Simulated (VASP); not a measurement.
A run of VASP 6.6.1 is set up as follows.

File INCAR:

```
ALGO = Normal
EDIFF = 1E-6
ENCUT = 520
GGA = PE
ISIF = 2
ISMEAR = -1
LASPH = T
LCHARG = F
LREAL = F
LWAVE = F
NBANDS = 43
NELM = 60
PREC = Accurate
SIGMA = 0.1
```

KPOINTS

```
k-points
0
Gamma
  8 8 8
```

The input POSCAR:

```
Ca2W
1.0
    0.0000000000      4.4049350000      0.0000000000
    4.4049350000      0.0000000000      0.0000000000
    2.2024670000      2.2024670000     -7.6968950000
W Ca
2 4
Direct
    0.1322000000      0.1322000000      0.7356000000
    0.8549000000      0.8549000000      0.2902000000
    0.6580000000      0.6580000000      0.6840000000
    0.3238000000      0.3238000000      0.3524000000
    0.5000000000      0.0000000000      0.0000000000
    0.0000000000      0.5000000000      0.0000000000
```

Potentials or basis: VASP PAW PBE potentials, release 64 (W_sv, Ca_sv).

Command:

```sh
$ cat potpaw_PBE.64/W_sv/POTCAR potpaw_PBE.64/Ca_sv/POTCAR > POTCAR
$ mpirun -np 1 vasp_std > vasp.out
```

Question: What does it give for the band gap on the k mesh?

Answer: Zero (bands 34 and 35 overlap by 0.63 eV).

Question: What does it give for the largest force?

Answer: 1.511 eV/Å.

Question: Estimate the pressure.

Answer: 6.6 GPa.

Stress tensor (GPa, compression positive):
```
5.21 0.00 0.00
0.00 5.21 0.00
0.00 0.00 9.45
```

Caveat: the cell stands under pressure; spin-orbit coupling is left out, which moves the levels of the heavy elements; forces of over 1 eV/Å act on the atoms, so gaps and moduli don't describe the material at rest.
